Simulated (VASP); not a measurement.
# TiSi: relaxation of cell and atoms with r2SCAN

TiSi:

```
Ti Si
1.0
     0.00000   -3.14824    3.14824
     3.14824   -3.14824    0.00000
     3.14824    0.00000    3.14824
Ti Si
2 2
Direct
  0.00000 0.00000 0.00000
  0.75000 0.75000 0.75000
  0.25000 0.25000 0.25000
  0.50000 0.50000 0.50000
```

```yaml
Program: VASP 6.6.1
Task: relaxation of cell and atoms
Functional: r2SCAN
Potentials_or_basis: VASP PAW PBE potentials, release 64 (Ti_sv, Si)
Cutoff: 600 eV
k_mesh: 12 × 12 × 12
Occupations: gaussian, width 0.1 eV
Spin: no spin polarisation
Dipole_correction: no
Further_INCAR_settings: ALGO = Normal; EDIFF = 1e-06; IBRION = 2; EDIFFG = -0.015; NSW = 80; ISIF = 3
```

| Property | Result |
| --- | --- |
| Relaxed volume | 14.33 Å³/atom |
| Relaxed cell | a = 4.328 Å, b = 4.328 Å, c = 4.328 Å, α = 60.00°, β = 60.00°, γ = 60.00° |
| Space group after relaxing (to 0.1 Å) | Fd-3m (No. 227) |
| Energy gained by relaxing | 36.6 meV/atom |
| Ionic steps | 3 |
| Pressure after relaxing | 0.0 GPa |
| Band gap on the k mesh | zero (bands 16 and 17 overlap by 1.69 eV) |

Step by step:
```tsv
step	energy change (eV)	largest force (eV/Å)	pressure (GPa)	volume (Å³)
1	0.0000	0.0000	-8.52	62.41
2	-0.1139	0.0000	5.09	55.21
3	-0.1462	0.0000	0.00	57.34
```

Final structure:
```cif
data_structure
_symmetry_space_group_name_H-M 'P 1'
_symmetry_Int_Tables_number 1
_cell_length_a 4.3283
_cell_length_b 4.3283
_cell_length_c 4.3283
_cell_angle_alpha 60.000
_cell_angle_beta 60.000
_cell_angle_gamma 60.000
_cell_volume 57.34
loop_
_atom_site_label
_atom_site_type_symbol
_atom_site_fract_x
_atom_site_fract_y
_atom_site_fract_z
_atom_site_occupancy
Ti1 Ti 0.00000 0.00000 0.00000 1
Ti2 Ti 0.75000 0.75000 0.75000 1
Si1 Si 0.25000 0.25000 0.25000 1
Si2 Si 0.50000 0.50000 0.50000 1
```

Levels at points of the mesh, in eV from the Fermi level:
```tsv
k point	band 13	band 14	band 15	band 16	band 17	band 18	band 19	band 20
(0.00, 0.00, 0.00)	-2.03	-2.03	-2.03	-1.53	-1.53	-1.11	2.67	2.67
(0.50, 0.00, 0.00)	-1.74	-1.04	-1.04	-0.21	0.50	0.50	2.37	2.37
(0.50, 0.50, 0.00)	-2.82	-2.82	0.08	0.08	1.00	1.00	1.82	1.82
```

Wall time 8.5 min on 1 thread of Intel(R) Xeon(R) 6975P-C (Granite Rapids) (shared host), peak memory 0.3 GiB.

Caveat: the PAW data sets were made with another functional, which shifts forces and pressure a little.
